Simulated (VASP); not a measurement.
# TiAl (P-6m2) in VASP: a series of runs

Runs on TiAl. Level: PBEsol. Tasks: single point.

Program: VASP 6.6.1. These are calculated values, not measurements. Logs are shortened: lines on timing, memory, paths and dates and some standing lists are left out, and cuts for length are marked.

**1. The cell of the first run**

It takes space group P-6m2 (No. 187, hexagonal). Conventional cell: a = 2.848 Å, b = 2.848 Å, c = 4.619 Å, α = 90.00°, β = 90.00°, γ = 120.00°. Within 3.7 Å of Ti (site symmetry -6m2) lie 6 Al at 2.83 Å and 6 Ti at 2.85 Å. Al (site symmetry -6m2) has 6 Ti at 2.83 Å and 6 Al at 2.85 Å within 3.7 Å.

**2. Single point, PBEsol, collinear spin (16.22 Å³/atom)**

File INCAR:

```
ALGO = Fast
EDIFF = 1E-6
ENCUT = 520
GGA = PS
ISIF = 2
ISMEAR = 0
ISPIN = 2
LASPH = T
LCHARG = F
LMAXMIX = 4
LORBIT = 11
LREAL = F
LWAVE = F
MAGMOM = 0.5 0
NBANDS = 18
NELM = 150
NUPDOWN = 0.5
PREC = Accurate
SIGMA = 0.15
```

File KPOINTS:

```
k-points
0
Gamma
  21 21 12
```

File POSCAR:

```
TiAl
1.0
    2.8475477342      0.0000000000      0.0000000000
   -1.4237738671      2.4660486763      0.0000000000
    0.0000000000      0.0000000000      4.6191923826
Ti Al
1 1
Direct
    0.0000000000      0.0000000000      0.0000000000
    0.3333333333      0.6666666667      0.5000000000
```

Potentials or basis: VASP PAW PBE potentials, release 64 (Ti_sv, Al).

Run with:

```bash
$ cat potpaw_PBE.64/Ti_sv/POTCAR potpaw_PBE.64/Al/POTCAR > POTCAR
$ mpirun -np 1 vasp_std > vasp.out
```

OUTCAR:

```text
EDIFF = 1E-6
   ENCUT = 520
   GGA = PS
   ISIF = 2
   ISMEAR = 0
   ISPIN = 2
   LASPH = T
   LORBIT = 11
   LREAL = F
   NELM = 150
   NUPDOWN = 0.5
   PREC = Accurate

 ion  position               nearest neighbor table
   1  0.000  0.000  0.000-   2 2.83   2 2.83   2 2.83   2 2.83   2 2.83   2 2.83
   2  0.333  0.667  0.500-   1 2.83   1 2.83   1 2.83   1 2.83   1 2.83   1 2.83

  LATTYP: Found a hexagonal cell.
 ALAT       =     2.8475477342
 C/A-ratio  =     1.6221650395

  Lattice vectors:

 A1 = (   2.8475477342,   0.0000000000,   0.0000000000)
 A2 = (  -1.4237738671,   2.4660486763,   0.0000000000)
 A3 = (   0.0000000000,   0.0000000000,   4.6191923826)

Analysis of symmetry for initial positions (statically):
=====================================================================
 Subroutine PRICEL returns:
 Original cell was already a primitive cell.

 Routine SETGRP: Setting up the symmetry group for a
 hexagonal supercell.

 Subroutine GETGRP returns: Found 12 space group operations
 (whereof 12 operations were pure point group operations)
 out of a pool of 24 trial point group operations.

The static configuration has the point symmetry D_3h.

Analysis of symmetry for dynamics (positions and initial velocities):
=====================================================================
 Subroutine PRICEL returns:
 Original cell was already a primitive cell.

 Routine SETGRP: Setting up the symmetry group for a
 hexagonal supercell.

 Subroutine GETGRP returns: Found 12 space group operations
 (whereof 12 operations were pure point group operations)
 out of a pool of 24 trial point group operations.

The dynamic configuration has the point symmetry D_3h.

Analysis of structural, dynamic, and magnetic symmetry:
=====================================================================
 Subroutine PRICEL returns:
 Original cell was already a primitive cell.

 Routine SETGRP: Setting up the symmetry group for a
 hexagonal supercell.

 Subroutine GETGRP returns: Found 12 space group operations
 (whereof 12 operations were pure point group operations)
 out of a pool of 24 trial point group operations.

The overall configuration has the point symmetry D_3h.

 Subroutine INISYM returns: Found 12 space group operations
 (whereof 12 operations are pure point group operations),
 and found     1 'primitive' translations
[... 113 lines left out ...]
   IMIX   =      4    mixing-type and parameters
     AMIX     =   0.40;   BMIX     =  1.00
     AMIX_MAG =   1.60;   BMIX_MAG =  1.00
  volume/ion in A,a.u.               =      16.22       109.45
  Fermi-wavevector in a.u.,A,eV,Ry     =   1.265977  2.392349 21.806013  1.602697
  Thomas-Fermi vector in A             =   2.399202
   LORBIT       =     11    0 simple, 1 ext, 2 COOP (PROOUT), +10 PAW based schemes
   GGA     = PS    functional components
   LHFCALC =     F    Hartree Fock is set to
   AEXX    =    0.0000 exact exchange contribution
   IVDW    =     0    specifies the selected vdW correction
   LEPSILON=     F    determine dielectric tensor
   LRPA    =     F    only Hartree local field effects (RPA)
 spin polarized calculation
 RMM-DIIS sequential band-by-band and
 Gauss-broadening in eV      SIGMA  =   0.15
  energy-cutoff  :      520.00
  volume of cell :       32.44
 maximum number of plane-waves:       889
 NGX is ok and might be reduce to    24
   NGX = 11   NGY = 11   NGZ = 17

 number of electron      15.0000005 magnetization       0.5000000

 Free energy of the ion-electron system (eV)
  ---------------------------------------------------
  ext. energy  EPLUGINS =         0.00000000
  ---------------------------------------------------
  free energy    TOTEN  =       -12.93527289 eV

  energy without entropy =      -12.91191426  energy(sigma->0) =      -12.92359358

 E-fermi :   8.0257     XC(G=0): -11.1421

 val. band max:        8.1336408014   @ k =   0.1429   0.1429   0.4167
 cond. band min:       8.0264149006   @ k =   0.2381   0.0476   0.3333
 fundamental gap:     -0.1072259007
 Fermi energy:         8.1394200083

 spin component 1

 k-point     1 :       0.0000    0.0000    0.0000
  band No.  band energies     occupation
      1     -48.3099      1.00000
      2     -24.7256      1.00000
      3     -24.2977      1.00000
      4     -24.2977      1.00000
      5      -1.0569      1.00000
      6       5.5482      1.00000
[... 493 lines left out ...]
     17      23.3394      0.00000
     18      24.4987      0.00000

 [... further k-points ...]

 spin component 2

 k-point     1 :       0.0000    0.0000    0.0000
  band No.  band energies     occupation
      1     -48.0525      1.00000
      2     -24.4953      1.00000
      3     -24.0257      1.00000
      4     -24.0257      1.00000
      5      -0.9287      1.00000
      6       5.9287      1.00000
[... 493 lines left out ...]
     17      23.4970      0.00000
     18      24.8604      0.00000

 [... further k-points ...]

------------------------ aborting loop because EDIFF is reached ----------------------------------------

  FORCE on cell =-STRESS in cart. coord.  units (eV):
  Direction    XX          YY          ZZ          XY          YZ          ZX
  --------------------------------------------------------------------------------------
  -------------------------------------------------------------------------------------
  Total        0.1300692      0.1300692     -0.1208920      0.0000000      0.0000000      0.0000000
  in kB        6.4246048      6.4246048     -5.9713082      0.0000000      0.0000000      0.0000000
  external PRESSURE =       2.2926338 kB  Pullay stress =       0.0000000 kB

 VOLUME and BASIS-vectors are now :
 -----------------------------------------------------------------------------
  energy-cutoff  :      520.00
  volume of cell :       32.44
      direct lattice vectors                 reciprocal lattice vectors
     2.847547734  0.000000000  0.000000000     0.351179363  0.202753500  0.000000000
    -1.423773867  2.466048676  0.000000000     0.000000000  0.405507000  0.000000000
     0.000000000  0.000000000  4.619192383     0.000000000  0.000000000  0.216488061

 POSITION                                       TOTAL-FORCE (eV/Angst)
 -----------------------------------------------------------------------------------
      0.00000      0.00000      0.00000         0.000000      0.000000      0.000000
     -0.00000      1.64403      2.30960        -0.000000      0.000000      0.000000
 -----------------------------------------------------------------------------------
    total drift:                                0.000000     -0.000000      0.000000

  FREE ENERGIE OF THE ION-ELECTRON SYSTEM (eV)
  ---------------------------------------------------
  free  energy   TOTEN  =       -12.9352728876 eV

  energy  without entropy=      -12.9119142629  energy(sigma->0) =      -12.92359358

 total charge

# of ion       s       p       d       tot
------------------------------------------
    1        2.224   6.140   1.925  10.289
    2        0.428   0.384   0.000   0.813
--------------------------------------------------
tot          2.652   6.524   1.925  11.101

 magnetization (x)

# of ion       s       p       d       tot
------------------------------------------
    1        0.005   0.030   0.265   0.300
    2        0.001   0.009   0.000   0.009
--------------------------------------------------
tot          0.005   0.039   0.265   0.309
```

Run time: 13 min. Hardware: 1 thread of Intel Xeon 8259CL, shared host; peak memory 0.4 GiB.

What came out:

```
Free energy                                           : -12.9353 eV
Pressure                                              : 0.2 GPa
Net moment                                            : 0.50 μB per cell
Site moments                                          : Ti +0.30; Al +0.01 μB
Valence electrons inside the program's atomic spheres : Ti 10.29; Al 0.81
```

Stress tensor (GPa, compression positive):
```
 0.64  0.00  0.00
 0.00  0.64  0.00
 0.00  0.00 -0.60
```

Caveat: the PAW data sets were made with another functional, which shifts forces and pressure a little; the total moment is fixed, so each spin has its own Fermi level.

**3. Single point, PBEsol, collinear spin (16.22 Å³/atom)**

File INCAR:

```
PREC = Accurate
ENCUT = 520
EDIFF = 1E-6
ISMEAR = 0
SIGMA = 0.15
LREAL = False
LASPH = True
NELM = 150
ALGO = Fast
ISIF = 2
LWAVE = False
LCHARG = False
ISPIN = 2
MAGMOM = 0.25 0
LORBIT = 11
NUPDOWN = 0.25
LMAXMIX = 4
GGA = PS
NBANDS = 18
```

File KPOINTS:

```
Automatic mesh
0
Gamma
  21 21 12
```

POSCAR is that of step 2.

Potentials or basis: VASP PAW PBE potentials, release 64 (Ti_sv, Al).

Run with:

```bash
$ cat potpaw_PBE.64/Ti_sv/POTCAR potpaw_PBE.64/Al/POTCAR > POTCAR
$ mpirun -np 1 vasp_std > vasp.out
```

OUTCAR:

```text
PREC = Accurate
   ENCUT = 520
   EDIFF = 1E-6
   ISMEAR = 0
   LREAL = False
   LASPH = True
   NELM = 150
   ISIF = 2
   ISPIN = 2
   LORBIT = 11
   NUPDOWN = 0.25
   GGA = PS

 ion  position               nearest neighbor table
   1  0.000  0.000  0.000-   2 2.83   2 2.83   2 2.83   2 2.83   2 2.83   2 2.83
   2  0.333  0.667  0.500-   1 2.83   1 2.83   1 2.83   1 2.83   1 2.83   1 2.83

  LATTYP: Found a hexagonal cell.
 ALAT       =     2.8475477342
 C/A-ratio  =     1.6221650395

  Lattice vectors:

[... 1225 lines left out ...]
  external PRESSURE =       0.8455156 kB  Pullay stress =       0.0000000 kB

 VOLUME and BASIS-vectors are now :
 -----------------------------------------------------------------------------
  energy-cutoff  :      520.00
  volume of cell :       32.44
      direct lattice vectors                 reciprocal lattice vectors
     2.847547734  0.000000000  0.000000000     0.351179363  0.202753500  0.000000000
    -1.423773867  2.466048676  0.000000000     0.000000000  0.405507000  0.000000000
     0.000000000  0.000000000  4.619192383     0.000000000  0.000000000  0.216488061

 POSITION                                       TOTAL-FORCE (eV/Angst)
 -----------------------------------------------------------------------------------
      0.00000      0.00000      0.00000        -0.000000      0.000000      0.000000
     -0.00000      1.64403      2.30960         0.000000      0.000000      0.000000
 -----------------------------------------------------------------------------------
    total drift:                                0.000000     -0.000000      0.000000

  FREE ENERGIE OF THE ION-ELECTRON SYSTEM (eV)
  ---------------------------------------------------
  free  energy   TOTEN  =       -12.9441470295 eV

  energy  without entropy=      -12.9166954786  energy(sigma->0) =      -12.93042125

 total charge

# of ion       s       p       d       tot
------------------------------------------
    1        2.224   6.140   1.924  10.288
    2        0.429   0.384   0.000   0.812
--------------------------------------------------
tot          2.653   6.524   1.924  11.100

 magnetization (x)

# of ion       s       p       d       tot
------------------------------------------
    1        0.003   0.016   0.131   0.150
    2        0.000   0.004   0.000   0.004
--------------------------------------------------
tot          0.003   0.020   0.131   0.154
```

stdout:

```text
POSCAR found type information on POSCAR TiAl
 POSCAR found :  2 types and       2 ions
 scaLAPACK will be used
 -----------------------------------------------------------------------------
|                                                                             |
|                                                                             |
[... 28 lines left out ...]
WARNING in EDDRMM: call to ZHEGV failed, returncode =   6  3      7
WARNING in EDDRMM: call to ZHEGV failed, returncode =   6  3      9
WARNING in EDDRMM: call to ZHEGV failed, returncode =   6  3      6
WARNING in EDDRMM: call to ZHEGV failed, returncode =   8  4      7
WARNING in EDDRMM: call to ZHEGV failed, returncode =   8  4     18
WARNING in EDDRMM: call to ZHEGV failed, returncode =   8  4      7
WARNING in EDDRMM: call to ZHEGV failed, returncode =   6  3     10
WARNING in EDDRMM: call to ZHEGV failed, returncode =   8  4      6
```

Run time: 12 min. Hardware: 1 thread of Intel Xeon 8259CL, shared host; peak memory 0.4 GiB.

Results:

| Item | Value |
| --- | --- |
| Free energy | -12.9441 eV |
| Pressure | 0.1 GPa |
| Net moment | 0.25 μB per cell |
| Site moments | Ti +0.15; Al +0.00 μB |
| Valence electrons inside the program's atomic spheres | Ti 10.29; Al 0.81 |

Stress tensor (GPa, compression positive):
```
 0.20  0.00  0.00
 0.00  0.20  0.00
 0.00  0.00 -0.14
```

Caveat: the PAW data sets were made with another functional, which shifts forces and pressure a little; the total moment is fixed, so each spin has its own Fermi level.

**4. Single point, PBEsol, collinear spin (18.17 Å³/atom)**

This run uses another cell than the first one, of 18.17 Å³/atom.

File INCAR:

```
PREC     = Accurate       # precision mode
ENCUT    = 520            # plane-wave cutoff, eV
EDIFF    = 1E-7           # SCF threshold, eV
ISMEAR   = 0              # smearing method
SIGMA    = 0.15           # smearing width, eV
LREAL    = F              # projectors in reciprocal space
LASPH    = T              # aspherical terms in the spheres
NELM     = 150            # most SCF steps
ALGO     = Normal         # electronic algorithm
ISIF     = 2              # what is computed and relaxed
LWAVE    = F              # write WAVECAR
LCHARG   = F              # write CHGCAR
ISPIN    = 2              # spin polarisation
MAGMOM   = 0.5 0          # initial moments
LORBIT   = 11             # projections on sites
NUPDOWN  = 0.5            # fixed moment
LMAXMIX  = 4              # l up to which the mixer works
GGA      = PS             # functional
NBANDS   = 18             # bands
```

File KPOINTS:

```
regular mesh
0
Gamma
  21 21 12
```

File POSCAR:

```
TiAl
1.0
    2.9571946349      0.0000000000      0.0000000000
   -1.4785973175      2.5610056778      0.0000000000
    0.0000000000      0.0000000000      4.7970577516
Ti Al
1 1
Direct
    0.0000000000      0.0000000000      0.0000000000
    0.3333333333      0.6666666667      0.5000000000
```

Run with:

```bash
$ cat potpaw_PBE.64/Ti_sv/POTCAR potpaw_PBE.64/Al/POTCAR > POTCAR
$ mpirun -np 1 vasp_std > vasp.out
```

It took 3.6 min on 1 thread of Intel Xeon Platinum 8488C (Sapphire Rapids), shared host; peak memory 0.43 GiB.

It converged, with:

| Item | Value |
| --- | --- |
| Free energy | -12.8051 eV |
| Pressure | -10.0 GPa |
| Net moment | 0.50 μB per cell |
| Site moments | Ti +0.31; Al +0.01 μB |
| Valence electrons inside the program's atomic spheres | Ti 10.16; Al 0.77 |

Stress tensor (GPa, compression positive):
```
 -9.17   0.00   0.00
  0.00  -9.17   0.00
  0.00   0.00 -11.72
```

Caveat: the cell stands under tension; the PAW data sets were made with another functional, which shifts forces and pressure a little; the total moment is fixed, so each spin has its own Fermi level.

**5. Overview**

| fixed moment (μB) | cell | pressure (GPa) | moment (μB) |
| --- | --- | --- | --- |
| 0.5 | a = 2.848, b = 2.848, c = 4.619 Å, angles 90.0, 90.0, 120.0°, 2 atoms | 0.2 | 0.50 |
| 0.25 | a = 2.848, b = 2.848, c = 4.619 Å, angles 90.0, 90.0, 120.0°, 2 atoms | 0.1 | 0.25 |
| 0.5 | a = 2.957, b = 2.957, c = 4.797 Å, angles 90.0, 90.0, 120.0°, 2 atoms | -10.0 | 0.50 |

Alike in all rows: task single point; level PBEsol; potentials or basis VASP PAW PBE potentials, release 64 (Ti_sv, Al); spin collinear; k mesh 21 × 21 × 12; cutoff (eV) 520; smearing gaussian 0.15 eV.

Caveats: the PAW data sets were made with another functional, which shifts forces and pressure a little; the total moment is fixed, so each spin has its own Fermi level; the cell stands under tension (at least some runs).

Total energies depend on the potentials used, so only differences within one code and one set of settings carry meaning.
